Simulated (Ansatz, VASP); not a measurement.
One calculation of KCl, two programs

INCAR

```
ALGO = Normal
EDIFF = 1E-6
ENCUT = 520
GGA = PE
ISIF = 2
ISMEAR = 0
LASPH = True
LCHARG = False
LREAL = False
LWAVE = False
NBANDS = 15
NELM = 100
PREC = Accurate
SIGMA = 0.05
```

Contents of KPOINTS:

```
k-points
0
Gamma
  6 6 6
```

File POSCAR:

```
KCl
1.0
    0.0000000000      3.0614170000      3.1561000000
    3.1561000000      0.0000000000      3.1561000000
    3.1561000000      3.0614170000      0.0000000000
K Cl
1 1
Direct
    0.0000000000      0.0000000000      0.0000000000
    0.5000000000      0.5000000000      0.5000000000
```

Input for Ansatz:

```yaml
crystal:
  lattice:
    - [0.0, 3.061417, 3.1561]
    - [3.1561, 0.0, 3.1561]
    - [3.1561, 3.061417, 0.0]
  atoms:
    - { symbol: K, position: [0.0, 0.0, 0.0] }
    - { symbol: Cl, position: [0.5, 0.5, 0.5] }
basis:
  ecutwfc: 420
kpoints:
  mp_grid: { grid: [6, 6, 6] }
hamiltonian:
  xc: pbe
scf:
  occupations: { method: gaussian, width: 0.05 }
output:
  forces: true
  stress: true
  eigenvalues: true
```

Change from the starting cell: strain -0.0300 x Voigt [0, 1, 0, 0, 0, 0], atoms carried along.

Alike in both runs: task single point; functional PBE; k mesh 6 × 6 × 6; occupations gaussian, width 0.05 eV; no spin polarisation.

|  | VASP | Ansatz |
| --- | --- | --- |
| version | VASP 6.6.1 | Ansatz 0.2.0 |
| potentials or method | VASP PAW PBE potentials, release 64 (K_sv, Cl), cutoff 520 eV | scalar-relativistic, plane waves, PAW |
| valence electrons in the cell | 16 | 16 |

|  | VASP | Ansatz | Ansatz less VASP |
| --- | --- | --- | --- |
| gap on the k mesh at the Fermi level (eV) | 5.24 | 5.24 | +0.003 |
| least direct gap on the mesh (eV) | 5.24 | 5.24 | +0.003 |
| pressure (GPa) | 1.3 | 1.3 | -0.04 |
| traceless stress, the component that is largest in VASP (GPa) | 0.92 | 0.91 | -0.017 |

The functional is the same, so the differences come from potentials, cutoffs and numerics.
